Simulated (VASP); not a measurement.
# SiC (rocksalt type) (Fm-3m) in VASP: a series of runs

SiC (rocksalt type) is run at these levels: LDA; tasks: single point.

All numbers are computed with VASP 6.6.1; they aren't measurements. Logs are shortened: lines on timing, memory, paths and dates and some standing lists are left out, and cuts for length are marked.

## (1) The cell of the first run

It takes space group Fm-3m (No. 225, cubic). Conventional cell: a = 3.453 Å, b = 3.453 Å, c = 3.453 Å, α = 90.00°, β = 90.00°, γ = 90.00°. Within 2.3 Å of Si (site symmetry m-3m) lie 6 C at 1.73 Å. C (site symmetry m-3m) has 6 Si at 1.73 Å within 2.3 Å.

## (2) Single point, LDA (volume scaled by 0.64)

File INCAR:

```
PREC = Accurate
ENCUT = 520
EDIFF = 1E-7
ISMEAR = -1
SIGMA = 0.05
LREAL = False
LASPH = True
NELM = 100
ALGO = Normal
ISIF = 2
LWAVE = False
LCHARG = False
NBANDS = 11
```

File KPOINTS:

```
regular mesh
0
Gamma
  15 15 15
```

File POSCAR:

```
SiC
1.0
    0.0000000000      1.7266632846      1.7266632846
    1.7266632846      0.0000000000      1.7266632846
    1.7266632846      1.7266632846      0.0000000000
Si C
1 1
Direct
    0.0000000000      0.0000000000      0.0000000000
    0.5000000000      0.5000000000      0.5000000000
```

Potentials or basis: VASP PAW LDA potentials, release 64 (Si, C).

Command:

```
$ cat potpaw_LDA.64/Si/POTCAR potpaw_LDA.64/C/POTCAR > POTCAR
$ mpirun -np 1 vasp_std > vasp.out
```

OUTCAR:

```text
PREC = Accurate
   ENCUT = 520
   EDIFF = 1E-7
   ISMEAR = -1
   LREAL = False
   LASPH = True
   NELM = 100
   ISIF = 2

 ion  position               nearest neighbor table
   1  0.000  0.000  0.000-   2 1.73   2 1.73   2 1.73   2 1.73   2 1.73   2 1.73
   2  0.500  0.500  0.500-   1 1.73   1 1.73   1 1.73   1 1.73   1 1.73   1 1.73

  LATTYP: Found a face centered cubic cell.
 ALAT       =     3.4533265692

  Lattice vectors:

 A1 = (   0.0000000000,   1.7266632846,   1.7266632846)
 A2 = (   1.7266632846,   0.0000000000,   1.7266632846)
 A3 = (   1.7266632846,   1.7266632846,   0.0000000000)

Analysis of symmetry for initial positions (statically):
=====================================================================
 Subroutine PRICEL returns:
 Original cell was already a primitive cell.

 Routine SETGRP: Setting up the symmetry group for a
 face centered cubic supercell.

 Subroutine GETGRP returns: Found 48 space group operations
[... 9 lines left out ...]

 Routine SETGRP: Setting up the symmetry group for a
 face centered cubic supercell.

 Subroutine GETGRP returns: Found 48 space group operations
[... 11 lines left out ...]
                                     Primitive cell

  volume of cell :      10.2956

  direct lattice vectors                    reciprocal lattice vectors
     0.000000000  1.726663285  1.726663285    -0.289575857  0.289575857  0.289575857
     1.726663285  0.000000000  1.726663285     0.289575857 -0.289575857  0.289575857
     1.726663285  1.726663285  0.000000000     0.289575857  0.289575857 -0.289575857

  length of vectors
     2.441870635  2.441870635  2.441870635     0.501560097  0.501560097  0.501560097

  position of ions in fractional coordinates (direct lattice)
     0.000000000  0.000000000  0.000000000
     0.500000000  0.500000000  0.500000000

  ion indices of the primitive-cell ions
   primitive index   ion index
                 1           1
                 2           2

----------------------------------------------------------------------------------------

 KPOINTS: regular mesh

Automatic generation of k-mesh.
 Grid dimensions read from file:
 generate k-points for:   15   15   15

 Generating k-lattice:

  Cartesian coordinates                     Fractional coordinates (reciprocal lattice)
    -0.019305057  0.019305057  0.019305057     0.066666667  0.000000000  0.000000000
     0.019305057 -0.019305057  0.019305057     0.000000000  0.066666667  0.000000000
     0.019305057  0.019305057 -0.019305057     0.000000000  0.000000000  0.066666667

  Length of vectors
     0.033437340  0.033437340  0.033437340

  Shift w.r.t. Gamma in fractional coordinates (k-lattice)
     0.000000000  0.000000000  0.000000000

 Subroutine IBZKPT returns following result:
 ===========================================

 Found    120 irreducible k-points:

 Following reciprocal coordinates:
            Coordinates               Weight
  0.000000  0.000000  0.000000      1.000000
  0.066667  0.000000  0.000000      8.000000
  0.133333  0.000000  0.000000      8.000000
  0.200000  0.000000  0.000000      8.000000
  0.266667  0.000000  0.000000      8.000000
  0.333333  0.000000  0.000000      8.000000
[... 16 lines left out ...]
  0.133333  0.133333  0.000000      6.000000
  0.200000  0.133333  0.000000     24.000000
 [... further k-points ...]
   k-points           NKPTS =    120   k-points in BZ     NKDIM =    120   number of bands    NBANDS=     11
   number of dos      NEDOS =    301   number of ions     NIONS =      2
   total plane-waves  NPLWV =   5832
   dimension x,y,z NGX =    18 NGY =   18 NGZ =   18
   dimension x,y,z NGXF=    36 NGYF=   36 NGZF=   36
   ions per type =               1   1
   NGX,Y,Z   is equivalent  to a cutoff of  12.25, 12.25, 12.25 a.u.
   NGXF,Y,Z  is equivalent  to a cutoff of  24.51, 24.51, 24.51 a.u.
 SYSTEM =  unknown system
   PREC   = accura    normal or accurate (medium, high low for compatibility)
   ISTART =      0    job   : 0-new  1-cont  2-samecut
   ICHARG =      2    charge: 1-file 2-atom 10-const
   ISPIN  =      1    spin polarized calculation?
   LNONCOLLINEAR =      F non collinear calculations
   LSORBIT =      F    spin-orbit coupling
   LASPH  =      T    aspherical Exc in radial PAW
   ENCUT  =  520.0 eV  38.22 Ry    6.18 a.u.   4.54  4.54  4.54*2*pi/ulx,y,z
   NELM   =    100;   NELMIN=  2; NELMDL= -5     # of ELM steps
   EDIFF  = 0.1E-06   stopping-criterion for ELM
   LREAL  =      F    real-space projection
   EDIFFG = 0.1E-05   stopping-criterion for IOM
   NSW    =      0    number of steps for IOM
   IBRION =     -1    ionic relax: 0-MD 1-quasi-New 2-CG
   NFREE  =      0    steps in history (QN), initial steepest desc. (CG)
   ISIF   =      2    stress and relaxation
   ISYM   =      2    0-nonsym 1-usesym 2-fastsym
   POTIM  = 0.5000    time-step for ionic-motion
   TEBEG  =    0.0;   TEEND  =   0.0 temperature during run
   PSTRESS=    0.0 pullay stress
   NELECT =       8.0000    total number of electrons
   NUPDOWN=      -1.0000    fix difference up-down
   EMIN   =  10.00;   EMAX   =-10.00  energy-range for DOS
   EFERMI =   0.00;   METHOD = LEGACY
   ISMEAR =    -1;   SIGMA  =   0.05  broadening in eV -4-tet -1-fermi 0-gaus
   EFERMI_NEDOS =   21; number of points for ismear=-14 and -15
   IALGO  =     38    algorithm
   IMIX   =      4    mixing-type and parameters
     AMIX     =   0.40;   BMIX     =  1.00
     AMIX_MAG =   1.60;   BMIX_MAG =  1.00
  volume/ion in A,a.u.               =       5.15        34.74
  Fermi-wavevector in a.u.,A,eV,Ry     =   1.505060  2.844151 30.819997  2.265206
  Thomas-Fermi vector in A             =   2.615958
   LORBIT       =      0    0 simple, 1 ext, 2 COOP (PROOUT), +10 PAW based schemes
   GGA     = CA    functional components
   LHFCALC =     F    Hartree Fock is set to
   AEXX    =    0.0000 exact exchange contribution
   IVDW    =     0    specifies the selected vdW correction
   LEPSILON=     F    determine dielectric tensor
   LRPA    =     F    only Hartree local field effects (RPA)
 non-spin polarized calculation
  energy-cutoff  :      520.00
  volume of cell :       10.30
 maximum number of plane-waves:       291
   NGX =  9   NGY =  9   NGZ =  9

 number of electron       7.9999999 magnetization

 Free energy of the ion-electron system (eV)
  ---------------------------------------------------
  ext. energy  EPLUGINS =         0.00000000
  ---------------------------------------------------
  free energy    TOTEN  =       -11.48579107 eV

  energy without entropy =      -11.48539379  energy(sigma->0) =      -11.48559243

 E-fermi :  21.2351     XC(G=0): -15.0796

 val. band max:       21.1591140905   @ k =  -0.0667   0.0667   0.0000
 cond. band min:      21.2870997787   @ k =   0.0000   0.0000   0.0000
 fundamental gap:      0.1279856881
 Fermi energy:        21.2350757158

 k-point     1 :       0.0000    0.0000    0.0000
  band No.  band energies     occupation
      1      -3.4449      2.00000
      2      21.2871      0.52211
      3      21.2871      0.52211
      4      21.2871      0.52211
      5      30.1926      0.00000
      6      30.1926      0.00000
      7      30.1926      0.00000
      8      37.5899      0.00000
      9      37.5899      0.00000
     10      37.9358      0.00000
     11      39.5315      0.00000

 k-point     2 :       0.0667    0.0000    0.0000
  band No.  band energies     occupation
      1      -3.2987      2.00000
      2      20.4577      2.00000
      3      21.1017      1.87010
      4      21.1017      1.87010
      5      30.0846      0.00000
      6      30.5330      0.00000
      7      30.5330      0.00000
      8      36.6104      0.00000
      9      36.6104      0.00000
     10      39.0637      0.00000
     11      39.6720      0.00000

 k-point     3 :       0.1333    0.0000    0.0000
  band No.  band energies     occupation
      1      -2.8613      2.00000
      2      18.4033      2.00000
      3      20.6369      1.99999
      4      20.6369      1.99999
      5      29.9593      0.00000
      6      31.3122      0.00000
      7      31.3122      0.00000
      8      35.2962      0.00000
      9      35.2962      0.00000
     10      39.7380      0.00000
     11      40.5020      0.00000

 k-point     4 :       0.2000    0.0000    0.0000
  band No.  band energies     occupation
      1      -2.1362      2.00000
      2      15.8141      2.00000
      3      20.0638      2.00000
      4      20.0638      2.00000
      5      29.9529      0.00000
      6      31.5958      0.00000
      7      31.5958      0.00000
      8      35.1849      0.00000
      9      35.1849      0.00000
     10      39.2473      0.00000
     11      40.8344      0.00000

 k-point     5 :       0.2667    0.0000    0.0000
  band No.  band energies     occupation
      1      -1.1294      2.00000
      2      13.1034      2.00000
      3      19.5128      2.00000
      4      19.5128      2.00000
      5      30.0545      0.00000
      6      30.9235      0.00000
      7      30.9235      0.00000
      8      36.7158      0.00000
      9      36.7158      0.00000
     10      38.3698      0.00000
     11      41.4921      0.00000

 k-point     6 :       0.3333    0.0000    0.0000
  band No.  band energies     occupation
      1       0.1495      2.00000
      2      10.4652      2.00000
      3      19.0585      2.00000
      4      19.0585      2.00000
      5      30.1309      0.00000
      6      30.1309      0.00000
      7      30.2282      0.00000
      8      37.4837      0.00000
      9      38.9562      0.00000
     10      38.9562      0.00000
     11      42.2048      0.00000

 k-point     7 :       0.4000    0.0000    0.0000
  band No.  band energies     occupation
      1       1.6815      2.00000
      2       7.9989      2.00000
      3      18.7398      2.00000
      4      18.7398      2.00000
      5      29.5456      0.00000
      6      29.5456      0.00000
      7      30.4198      0.00000
      8      36.7634      0.00000
      9      41.3797      0.00000
     10      41.3797      0.00000
     11      42.8125      0.00000

 k-point     8 :       0.4667    0.0000    0.0000
  band No.  band energies     occupation
      1       3.3746      2.00000
      2       5.8321      2.00000
      3      18.5763      2.00000
      4      18.5763      2.00000
      5      29.2430      0.00000
      6      29.2430      0.00000
      7      30.5508      0.00000
      8      36.3526      0.00000
      9      43.1685      0.00000
     10      43.3070      0.00000
     11      43.3070      0.00000
[... 141 lines left out ...]
 k-point    19 :      -0.2667    0.0667    0.0000
  band No.  band energies     occupation
      1      -0.6065      2.00000
      2      12.3067      2.00000
      3      18.1873      2.00000
      4      19.6996      2.00000
      5      30.3138      0.00000
      6      30.4215      0.00000
      7      30.9099      0.00000
      8      35.9803      0.00000
      9      38.4879      0.00000
     10      38.9141      0.00000
     11      42.2355      0.00000

 k-point    20 :      -0.2000    0.0667    0.0000
  band No.  band energies     occupation
      1      -1.7037      2.00000
      2      14.9889      2.00000
      3      18.6411      2.00000
      4      20.3051      2.00000
      5      30.0506      0.00000
      6      31.1353      0.00000
      7      31.8882      0.00000
      8      34.1106      0.00000
      9      36.7879      0.00000
     10      39.7567      0.00000
     11      41.4443      0.00000

 k-point    21 :      -0.1333    0.0667    0.0000
  band No.  band energies     occupation
      1      -2.5225      2.00000
      2      17.6082      2.00000
      3      19.2393      2.00000
      4      20.8453      1.99918
      5      29.8101      0.00000
      6      31.2210      0.00000
      7      32.3786      0.00000
      8      33.6903      0.00000
      9      35.9925      0.00000
     10      40.1873      0.00000
     11      41.0697      0.00000

 k-point    22 :      -0.0667    0.0667    0.0000
  band No.  band energies     occupation
      1      -3.0556      2.00000
      2      19.7086      2.00000
      3      20.0281      2.00000
      4      21.1591      1.64085
      5      29.7597      0.00000
      6      30.6276      0.00000
      7      31.7036      0.00000
      8      34.9129      0.00000
      9      36.4908      0.00000
     10      39.8810      0.00000
     11      40.5127      0.00000

 k-point    23 :       0.1333    0.1333    0.0000
  band No.  band energies     occupation
      1      -2.6680      2.00000
      2      19.3911      2.00000
      3      19.3911      2.00000
      4      19.8905      2.00000
      5      27.2054      0.00000
      6      32.1980      0.00000
      7      33.3633      0.00000
      8      33.3633      0.00000
      9      38.3610      0.00000
     10      40.1509      0.00000
     11      42.0283      0.00000

 k-point    24 :       0.2000    0.1333    0.0000
  band No.  band energies     occupation
      1      -2.1372      2.00000
      2      17.6328      2.00000
      3      18.7181      2.00000
      4      19.5541      2.00000
      5      26.7997      0.00000
      6      30.8801      0.00000
      7      34.4359      0.00000
      8      34.4570      0.00000
      9      38.2025      0.00000
     10      40.5886      0.00000
     11      41.9744      0.00000

 [... further k-points ...]
[... 5 lines left out ...]
  --------------------------------------------------------------------------------------
  -------------------------------------------------------------------------------------
  Total       19.5181108     19.5181108     19.5181108      0.0000000      0.0000000      0.0000000
  in kB     3037.3539328   3037.3539328   3037.3539328      0.0000000      0.0000000      0.0000000
  external PRESSURE =    3037.3539328 kB  Pullay stress =       0.0000000 kB

 VOLUME and BASIS-vectors are now :
 -----------------------------------------------------------------------------
  energy-cutoff  :      520.00
  volume of cell :       10.30
      direct lattice vectors                 reciprocal lattice vectors
     0.000000000  1.726663285  1.726663285    -0.289575857  0.289575857  0.289575857
     1.726663285  0.000000000  1.726663285     0.289575857 -0.289575857  0.289575857
     1.726663285  1.726663285  0.000000000     0.289575857  0.289575857 -0.289575857

 POSITION                                       TOTAL-FORCE (eV/Angst)
 -----------------------------------------------------------------------------------
      0.00000      0.00000      0.00000         0.000000      0.000000      0.000000
      1.72666      1.72666      1.72666        -0.000000     -0.000000      0.000000
 -----------------------------------------------------------------------------------
    total drift:                               -0.000000     -0.000000     -0.000000

  FREE ENERGIE OF THE ION-ELECTRON SYSTEM (eV)
  ---------------------------------------------------
  free  energy   TOTEN  =       -11.4857910655 eV

  energy  without entropy=      -11.4853937854  energy(sigma->0) =      -11.48559243
```

Run time: 13 s. Hardware: 1 thread of AMD EPYC 7R43 (Zen 3), shared host; peak memory 0.08 GiB.

What came out:

* Free energy: -11.4858 eV
* Pressure: 303.7 GPa
* Band gap on the k mesh: zero (band 4 reaches 21.29 eV, above the bottom of band 5 at 21.12 eV)

## (3) Single point, LDA (volume scaled by 0.72)

File INCAR:

```
SYSTEM = SiC
PREC = Accurate ; ENCUT = 520
EDIFF = 1E-7 ; ISMEAR = -1
SIGMA = 0.05 ; LREAL = .FALSE.
LASPH = .TRUE. ; NELM = 60
ALGO = Normal ; ISIF = 2
LWAVE = .FALSE. ; LCHARG = .FALSE.
GGA = CA ; NBANDS = 11
```

File KPOINTS:

```
Automatic mesh
0
G
  15 15 15
  0 0 0
```

File POSCAR:

```
SiC
1.0
    0.0000000000      1.7958021830      1.7958021830
    1.7958021830      0.0000000000      1.7958021830
    1.7958021830      1.7958021830      0.0000000000
Si C
1 1
Direct
    0.0000000000      0.0000000000      0.0000000000
    0.5000000000      0.5000000000      0.5000000000
```

Potentials or basis: VASP PAW LDA potentials, release 64 (Si, C).

Command:

```
$ cat potpaw_LDA.64/Si/POTCAR potpaw_LDA.64/C/POTCAR > POTCAR
$ mpirun -np 1 vasp_std > vasp.out
```

Wall time 16 s (1 thread of AMD EPYC 7R43 (Zen 3), shared host); peak memory 0.09 GiB.

The run converged. Its results:

- Free energy: -13.3880 eV
- Pressure: 178.8 GPa
- Band gap on the k mesh: 0.63 eV, indirect (least direct gap 6.46 eV)

Levels at points of the mesh, in eV from the valence-band top:
| k point | band 2 | band 3 | band 4 | band 5 | band 6 | band 7 |
| --- | --- | --- | --- | --- | --- | --- |
| (0.00, 0.00, 0.00) | 0.00 | 0.00 | 0.00 | 8.95 | 8.95 | 8.95 |

## (4) Single point, LDA (volume scaled by 0.8)

File INCAR:

```
SYSTEM = SiC
PREC = Accurate
ENCUT = 520
EDIFF = 1E-6
ISMEAR = -1
SIGMA = 0.05
LREAL = .False.
LASPH = .True.
NELM = 100
ALGO = Normal
ISIF = 2
LWAVE = .False.
LCHARG = .False.
GGA = CA
NBANDS = 11
```

File KPOINTS:

```
regular mesh
0
Gamma
  15 15 15
  0 0 0
```

File POSCAR:

```
SiC
1.0
    0.0000000000      1.8599916391      1.8599916391
    1.8599916391      0.0000000000      1.8599916391
    1.8599916391      1.8599916391      0.0000000000
Si C
1 1
Direct
    0.0000000000      0.0000000000      0.0000000000
    0.5000000000      0.5000000000      0.5000000000
```

Command:

```
$ cat potpaw_LDA.64/Si/POTCAR potpaw_LDA.64/C/POTCAR > POTCAR
$ mpirun -np 1 vasp_std > vasp.out
```

Run time: 15 s. Hardware: 1 thread of AMD EPYC 7R43 (Zen 3), shared host; peak memory 0.09 GiB.

The run converged. Its results:

| Item | Value |
| --- | --- |
| Free energy | -14.4806 eV |
| Pressure | 98.7 GPa |
| Band gap on the k mesh | 1.03 eV, indirect (least direct gap 6.37 eV) |

Levels at points of the mesh, in eV from the valence-band top:
| k point | band 1 | band 2 | band 3 | band 4 | band 5 | band 6 | band 7 | band 8 | band 9 |
| --- | --- | --- | --- | --- | --- | --- | --- | --- | --- |
| (0.00, 0.00, 0.00) | -21.54 | 0.00 | 0.00 | 0.00 | 8.96 | 8.96 | 8.96 | 12.71 | 15.14 |

## (5) Overview

| cell | gap on the mesh (eV) | pressure (GPa) |
| --- | --- | --- |
| a = 2.442 Å, angles 60.0°, 2 atoms | none | 303.7 |
| a = 2.540 Å, angles 60.0°, 2 atoms | 0.63 | 178.8 |
| a = 2.630 Å, angles 60.0°, 2 atoms | 1.03 | 98.7 |

Alike in all rows: task single point; level LDA; potentials or basis VASP PAW LDA potentials, release 64 (Si, C); no spin polarisation; k mesh 15 × 15 × 15; cutoff (eV) 520; smearing fermi-dirac 0.05 eV.

Absolute energies hang on the potentials; compare differences alone.
